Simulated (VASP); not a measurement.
# TaN (P6/mmm) in VASP: notebook

The runs below take TaN through single point, with LDA, revPBE+D3(BJ).

All numbers are computed with VASP 6.6.1; they aren't measurements. Logs are shortened: lines on timing, memory, paths and dates and some standing lists are left out, and cuts for length are marked.

### 1 The cell of the first run

The structure is hexagonal, space group P6/mmm (No. 191). Conventional cell: a = 5.166 Å, b = 5.166 Å, c = 2.889 Å, α = 90.00°, β = 90.00°, γ = 120.00°. Ta (site symmetry 6/mmm) has 6 N at 2.58 Å and 14 Ta at 2.89 to 3.31 Å within 3.4 Å. Within 2.7 Å of Ta (site symmetry -6m2) lie 6 N at 2.08 Å. N (site symmetry mmm) has 6 Ta at 2.08 to 2.58 Å and 4 N at 2.58 Å within 2.7 Å.

### 2 Single point, LDA

INCAR

```
PREC = Accurate
ENCUT = 520
EDIFF = 1E-6
ISMEAR = 1
SIGMA = 0.15
LREAL = F
LASPH = T
NELM = 60
ALGO = Normal
ISIF = 2
LWAVE = F
LCHARG = T
GGA = CA
LELF = T
LVHAR = T
NBANDS = 33
```

KPOINTS

```
regular mesh
0
Gamma
  5 5 8
```

POSCAR

```
TaN
1.0
    5.1663542757      0.0000000000      0.0000000000
   -2.5831771379      4.4741940477      0.0000000000
    0.0000000000      0.0000000000      2.8890856575
Ta N
3 3
Direct
    0.0000000000      0.0000000000      0.0000000000
    0.3333333333      0.6666666667      0.5000000000
    0.6666666667      0.3333333333      0.5000000000
    0.5000000000      0.0000000000      0.0000000000
    0.5000000000      0.5000000000      0.0000000000
    0.0000000000      0.5000000000      0.0000000000
```

Potentials or basis: VASP PAW LDA potentials, release 64 (Ta_pv, N).

Launch:

```console
$ cat potpaw_LDA.64/Ta_pv/POTCAR potpaw_LDA.64/N/POTCAR > POTCAR
$ mpirun -np 1 vasp_std > vasp.out
```

OUTCAR:

```text
PREC = Accurate
   ENCUT = 520
   EDIFF = 1E-6
   ISMEAR = 1
   LREAL = F
   LASPH = T
   NELM = 60
   ISIF = 2
   GGA = CA

 ion  position               nearest neighbor table
   1  0.000  0.000  0.000-   5 2.58   5 2.58   4 2.58   4 2.58   6 2.58   6 2.58   3 3.31   3 3.31
                             2 3.31   2 3.31   2 3.31   3 3.31   2 3.31   3 3.31   2 3.31   3 3.31
   2  0.333  0.667  0.500-   6 2.08   6 2.08   4 2.08   4 2.08   5 2.08   5 2.08   3 2.98   3 2.98
                             3 2.98   1 3.31   1 3.31   1 3.31   1 3.31   1 3.31   1 3.31
   3  0.667  0.333  0.500-   6 2.08   6 2.08   4 2.08   4 2.08   5 2.08   5 2.08   2 2.98   2 2.98
                             2 2.98   1 3.31   1 3.31   1 3.31   1 3.31   1 3.31   1 3.31
   4  0.500  0.000  0.000-   2 2.08   3 2.08   2 2.08   3 2.08   1 2.58   1 2.58
   5  0.500  0.500  0.000-   2 2.08   3 2.08   2 2.08   3 2.08   1 2.58   1 2.58
   6  0.000  0.500  0.000-   2 2.08   3 2.08   2 2.08   3 2.08   1 2.58   1 2.58

  LATTYP: Found a hexagonal cell.
 ALAT       =     5.1663542757
 C/A-ratio  =     0.5592116807

  Lattice vectors:

 A1 = (   5.1663542757,   0.0000000000,   0.0000000000)
 A2 = (  -2.5831771379,   4.4741940477,   0.0000000000)
 A3 = (   0.0000000000,   0.0000000000,   2.8890856575)

Analysis of symmetry for initial positions (statically):
=====================================================================
 Subroutine PRICEL returns:
 Original cell was already a primitive cell.

 Routine SETGRP: Setting up the symmetry group for a
 hexagonal supercell.

 Subroutine GETGRP returns: Found 24 space group operations
 (whereof 24 operations were pure point group operations)
 out of a pool of 24 trial point group operations.

The static configuration has the point symmetry D_6h.

Analysis of symmetry for dynamics (positions and initial velocities):
=====================================================================
 Subroutine PRICEL returns:
 Original cell was already a primitive cell.

 Routine SETGRP: Setting up the symmetry group for a
 hexagonal supercell.

 Subroutine GETGRP returns: Found 24 space group operations
 (whereof 24 operations were pure point group operations)
 out of a pool of 24 trial point group operations.

The dynamic configuration has the point symmetry D_6h.

 Subroutine INISYM returns: Found 24 space group operations
 (whereof 24 operations are pure point group operations),
 and found     1 'primitive' translations

----------------------------------------------------------------------------------------

                                     Primitive cell

  volume of cell :      66.7820

  direct lattice vectors                    reciprocal lattice vectors
     5.166354276  0.000000000  0.000000000     0.193560090  0.111751970  0.000000000
    -2.583177138  4.474194048  0.000000000     0.000000000  0.223503940  0.000000000
     0.000000000  0.000000000  2.889085657     0.000000000  0.000000000  0.346130270

  length of vectors
     5.166354276  5.166354276  2.889085657     0.223503940  0.223503940  0.346130270

  position of ions in fractional coordinates (direct lattice)
     0.000000000  0.000000000  0.000000000
     0.333333333  0.666666667  0.500000000
     0.666666667  0.333333333  0.500000000
     0.500000000  0.000000000  0.000000000
     0.500000000  0.500000000  0.000000000
     0.000000000  0.500000000  0.000000000

  ion indices of the primitive-cell ions
   primitive index   ion index
                 1           1
                 2           2
                 3           3
                 4           4
                 5           5
                 6           6

----------------------------------------------------------------------------------------

 KPOINTS: regular mesh

Automatic generation of k-mesh.
 Grid dimensions read from file:
 generate k-points for:    5    5    8

 Generating k-lattice:

  Cartesian coordinates                     Fractional coordinates (reciprocal lattice)
     0.038712018  0.022350394  0.000000000     0.200000000  0.000000000  0.000000000
     0.000000000  0.044700788  0.000000000     0.000000000  0.200000000  0.000000000
     0.000000000  0.000000000  0.043266284     0.000000000  0.000000000  0.125000000

  Length of vectors
     0.044700788  0.044700788  0.043266284

  Shift w.r.t. Gamma in fractional coordinates (k-lattice)
     0.000000000  0.000000000  0.000000000

 Subroutine IBZKPT returns following result:
 ===========================================

 Found     25 irreducible k-points:

 Following reciprocal coordinates:
            Coordinates               Weight
  0.000000  0.000000  0.000000      1.000000
  0.200000 -0.000000  0.000000      6.000000
  0.400000  0.000000  0.000000      6.000000
  0.200000  0.200000  0.000000      6.000000
  0.400000  0.200000  0.000000      6.000000
  0.000000  0.000000  0.125000      2.000000
[... 16 lines left out ...]
  0.400000  0.000000  0.500000      6.000000
  0.200000  0.200000  0.500000      6.000000
   k-points           NKPTS =     25   k-points in BZ     NKDIM =     25   number of bands    NBANDS=     33
   number of dos      NEDOS =    301   number of ions     NIONS =      6
   total plane-waves  NPLWV =  38400
   dimension x,y,z NGX =    40 NGY =   40 NGZ =   24
   dimension x,y,z NGXF=    80 NGYF=   80 NGZF=   48
   ions per type =               3   3
   NGX,Y,Z   is equivalent  to a cutoff of  12.87, 12.87, 13.81 a.u.
   NGXF,Y,Z  is equivalent  to a cutoff of  25.74, 25.74, 27.62 a.u.
 SYSTEM =  unknown system
   PREC   = accura    normal or accurate (medium, high low for compatibility)
   ISTART =      0    job   : 0-new  1-cont  2-samecut
   ICHARG =      2    charge: 1-file 2-atom 10-const
   ISPIN  =      1    spin polarized calculation?
   LNONCOLLINEAR =      F non collinear calculations
   LSORBIT =      F    spin-orbit coupling
   LASPH  =      T    aspherical Exc in radial PAW
   ENCUT  =  520.0 eV  38.22 Ry    6.18 a.u.   9.61  9.61  5.37*2*pi/ulx,y,z
   NELM   =     60;   NELMIN=  2; NELMDL= -5     # of ELM steps
   EDIFF  = 0.1E-05   stopping-criterion for ELM
   LREAL  =      F    real-space projection
   EDIFFG = 0.1E-04   stopping-criterion for IOM
   NSW    =      0    number of steps for IOM
   IBRION =     -1    ionic relax: 0-MD 1-quasi-New 2-CG
   NFREE  =      0    steps in history (QN), initial steepest desc. (CG)
   ISIF   =      2    stress and relaxation
   ISYM   =      2    0-nonsym 1-usesym 2-fastsym
   POTIM  = 0.5000    time-step for ionic-motion
   TEBEG  =    0.0;   TEEND  =   0.0 temperature during run
   PSTRESS=    0.0 pullay stress
   NELECT =      48.0000    total number of electrons
   NUPDOWN=      -1.0000    fix difference up-down
   EMIN   =  10.00;   EMAX   =-10.00  energy-range for DOS
   EFERMI =   0.00;   METHOD = LEGACY
   ISMEAR =     1;   SIGMA  =   0.15  broadening in eV -4-tet -1-fermi 0-gaus
   EFERMI_NEDOS =   21; number of points for ismear=-14 and -15
   IALGO  =     38    algorithm
   IMIX   =      4    mixing-type and parameters
     AMIX     =   0.40;   BMIX     =  1.00
     AMIX_MAG =   1.60;   BMIX_MAG =  1.00
  volume/ion in A,a.u.               =      11.13        75.11
  Fermi-wavevector in a.u.,A,eV,Ry     =   1.466455  2.771198 29.259200  2.150491
  Thomas-Fermi vector in A             =   2.582191
   LORBIT       =      0    0 simple, 1 ext, 2 COOP (PROOUT), +10 PAW based schemes
   GGA     = CA    functional components
   LHFCALC =     F    Hartree Fock is set to
   AEXX    =    0.0000 exact exchange contribution
   IVDW    =     0    specifies the selected vdW correction
   LEPSILON=     F    determine dielectric tensor
   LRPA    =     F    only Hartree local field effects (RPA)
 non-spin polarized calculation
 Methfessel and Paxton  Order N= 1 SIGMA  =   0.15
  energy-cutoff  :      520.00
  volume of cell :       66.78
 maximum number of plane-waves:      1826
 NGX is ok and might be reduce to    40
   NGX = 19   NGY = 19   NGZ = 11

 number of electron      48.0000002 magnetization

 Free energy of the ion-electron system (eV)
  ---------------------------------------------------
  ext. energy  EPLUGINS =         0.00000000
  ---------------------------------------------------
  free energy    TOTEN  =       -71.35032433 eV

  energy without entropy =      -71.34641521  energy(sigma->0) =      -71.34902129

 E-fermi :   8.2600     XC(G=0): -13.3591

 val. band max:        8.2326149162   @ k =   0.2000  -0.0000   0.3750
 cond. band min:       8.2652625561   @ k =   0.2000  -0.0000   0.2500
 fundamental gap:      0.0326476399
 Fermi energy:         8.2599727561

 k-point     1 :       0.0000    0.0000    0.0000
  band No.  band energies     occupation
      1     -27.7751      2.00000
      2     -27.7751      2.00000
      3     -27.3583      2.00000
      4     -27.3583      2.00000
      5     -27.1330      2.00000
      6     -26.9978      2.00000
[... 25 lines left out ...]
     32      11.5387      0.00000
     33      11.5387      0.00000

 k-point     2 :       0.2000   -0.0000    0.0000
  band No.  band energies     occupation
      1     -27.8052      2.00000
      2     -27.7558      2.00000
      3     -27.3361      2.00000
      4     -27.3158      2.00000
      5     -27.1202      2.00000
      6     -27.0448      2.00000
[... 25 lines left out ...]
     32      11.6929      0.00000
     33      11.8840      0.00000

 k-point     3 :       0.4000    0.0000    0.0000
  band No.  band energies     occupation
      1     -27.8463      2.00000
      2     -27.6757      2.00000
      3     -27.4026      2.00000
      4     -27.2488      2.00000
      5     -27.0907      2.00000
      6     -27.0669      2.00000
[... 25 lines left out ...]
     32      11.9074      0.00000
     33      12.0817      0.00000

 k-point     4 :       0.2000    0.2000    0.0000
  band No.  band energies     occupation
      1     -27.8250      2.00000
      2     -27.7130      2.00000
      3     -27.3850      2.00000
      4     -27.2584      2.00000
      5     -27.0981      2.00000
      6     -27.0677      2.00000
[... 673 lines left out ...]
     32      12.5617      0.00000
     33      12.9726      0.00000

 k-point    23 :       0.4000    0.0000    0.5000
  band No.  band energies     occupation
      1     -28.0957      2.00000
      2     -27.9723      2.00000
      3     -27.6264      2.00000
      4     -27.5141      2.00000
      5     -27.2599      2.00000
      6     -27.1178      2.00000
[... 25 lines left out ...]
     32      12.4362      0.00000
     33      13.8989      0.00000

 k-point    24 :       0.2000    0.2000    0.5000
  band No.  band energies     occupation
      1     -28.1033      2.00000
      2     -27.9625      2.00000
      3     -27.6357      2.00000
      4     -27.5061      2.00000
      5     -27.2587      2.00000
      6     -27.1164      2.00000
[... 25 lines left out ...]
     32      12.2427      0.00000
     33      13.7223      0.00000

 [... further k-points ...]
[... 5 lines left out ...]
  --------------------------------------------------------------------------------------
  -------------------------------------------------------------------------------------
  Total        0.6586109      0.6586109      0.9750467     -0.0000000     -0.0000000     -0.0000000
  in kB       15.8008366     15.8008366     23.3924980     -0.0000000     -0.0000000     -0.0000000
  external PRESSURE =      18.3313904 kB  Pullay stress =       0.0000000 kB

 VOLUME and BASIS-vectors are now :
 -----------------------------------------------------------------------------
  energy-cutoff  :      520.00
  volume of cell :       66.78
      direct lattice vectors                 reciprocal lattice vectors
     5.166354276  0.000000000  0.000000000     0.193560090  0.111751970  0.000000000
    -2.583177138  4.474194048  0.000000000     0.000000000  0.223503940  0.000000000
     0.000000000  0.000000000  2.889085657     0.000000000  0.000000000  0.346130270

 POSITION                                       TOTAL-FORCE (eV/Angst)
 -----------------------------------------------------------------------------------
      0.00000      0.00000      0.00000         0.000000      0.000000     -0.000000
     -0.00000      2.98280      1.44454        -0.000000     -0.000000     -0.000000
      2.58318      1.49140      1.44454         0.000000      0.000000      0.000000
      2.58318      0.00000      0.00000         0.000000      0.000000     -0.000000
      1.29159      2.23710      0.00000         0.000000      0.000000     -0.000000
     -1.29159      2.23710      0.00000         0.000000      0.000000     -0.000000
 -----------------------------------------------------------------------------------
    total drift:                               -0.000000      0.000000     -0.000000

  FREE ENERGIE OF THE ION-ELECTRON SYSTEM (eV)
  ---------------------------------------------------
  free  energy   TOTEN  =       -71.3503243293 eV

  energy  without entropy=      -71.3464152132  energy(sigma->0) =      -71.34902129
```

Run time: 33 s. Hardware: 1 thread of AMD EPYC 9R45 (Zen 5), shared host; peak memory 0.16 GiB.

Results:

* Free energy: -71.3503 eV
* Pressure: 1.8 GPa
* Band gap on the k mesh: zero (bands 24 and 25 overlap by 2.21 eV)

Levels at points of the mesh, in eV from the Fermi level:
```csv
k point,band 20,band 21,band 22,band 23,band 24,band 25,band 26,band 27,band 28,band 29
"(0.00, 0.00, 0.00)",-3.07,-3.07,-2.58,-2.17,-1.37,-1.37,0.77,0.77,1.23,2.21
"(0.00, 0.00, 0.50)",-3.84,-3.18,-3.18,-1.98,0.84,0.84,1.54,1.78,2.51,2.51
```

Caveat: spin-orbit coupling is left out, which moves the levels of the heavy elements.

### 3 Single point, revPBE+D3(BJ)

This run uses another cell than the first one, of 11.32 Å³/atom.

INCAR

```
PREC = Accurate
ENCUT = 520
EDIFF = 1E-6
ISMEAR = 1
SIGMA = 0.15
LREAL = False
LASPH = True
NELM = 80
ALGO = Normal
ISIF = 2
LWAVE = False
LCHARG = False
GGA = RE
IVDW = 12
NBANDS = 33
```

KPOINTS is that of step 2.

POSCAR: that of step 2 with these lines changed.

```diff
@@ -2,5 +2,5 @@
 1.0
-    5.1663542757      0.0000000000      0.0000000000
-   -2.5831771379      4.4741940477      0.0000000000
-    0.0000000000      0.0000000000      2.8890856575
+    5.1888409840      0.0000000000      0.0000000000
+   -2.5944204920      4.4936681084      0.0000000000
+    0.0000000000      0.0000000000      2.9134253586
 Ta N
```

Potentials or basis: VASP PAW PBE potentials, release 64 (Ta_pv, N).

Launch:

```console
$ cat potpaw_PBE.64/Ta_pv/POTCAR potpaw_PBE.64/N/POTCAR > POTCAR
$ mpirun -np 1 vasp_std > vasp.out
```

Run time: 39 s. Hardware: 1 thread of AMD EPYC 9R45 (Zen 5), shared host; peak memory 0.18 GiB.

Results (log left out):

```
Free energy                : -67.1314 eV
Pressure                   : 0.8 GPa
Band gap on the k mesh     : zero (bands 24 and 25 overlap by 2.12 eV)
Dispersion energy per atom : -0.822 eV
```

Stress tensor (GPa, compression positive):
```
0.64 0.00 0.00
0.00 0.64 0.00
0.00 0.00 1.20
```

Levels at points of the mesh, in eV from the Fermi level:
```tsv
k point	band 22	band 23	band 24	band 25	band 26	band 27
(0.00, 0.00, 0.00)	-2.52	-2.07	-1.23	-1.23	0.80	0.80
(0.00, 0.00, 0.50)	-3.12	-1.94	0.89	0.89	1.41	1.81
```

Caveat: the PAW data sets were made with another functional, which shifts forces and pressure a little; spin-orbit coupling is left out, which moves the levels of the heavy elements.
